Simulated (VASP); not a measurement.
Crystal: Te2Mo.

```
Te Mo
1.0
     3.51820    0.00000    0.00000
    -1.75910    3.04685    0.00000
     0.00000    0.00000   13.97360
Te Mo
4 2
Cartesian
  0.0000 2.0312 8.6776
  1.7591 1.0156 1.6908
  0.0000 2.0312 12.2828
  1.7591 1.0156 5.2960
  0.0000 2.0312 3.4934
  1.7591 1.0156 10.4802
```

Base run:

* Program: VASP 6.6.1
* Functional: LDA
* Potentials or basis: VASP PAW LDA potentials, release 64 (Te, Mo_sv)
* Cutoff: 520 eV
* k mesh: 6 × 6 × 2
* Occupations: fermi-dirac, width 0.1 eV
* Spin: no spin polarisation

Its results: band gap on the k mesh 0.79 eV, indirect (least direct gap 1.03 eV); pressure -2.8 GPa; largest force 0.235 eV/Å.

Q: The run is repeated on the same cell with these changes: k mesh from 6 × 6 × 2 to 5 × 5 × 1. What comes out?

A: Band gap on the k mesh 0.67 eV, indirect (least direct gap 1.26 eV); pressure -2.6 GPa; largest force 0.278 eV/Å.

Caveats: some runs use coarse meshes; spin-orbit coupling is left out, which moves the levels of the heavy elements.

A k mesh can miss the band edges.
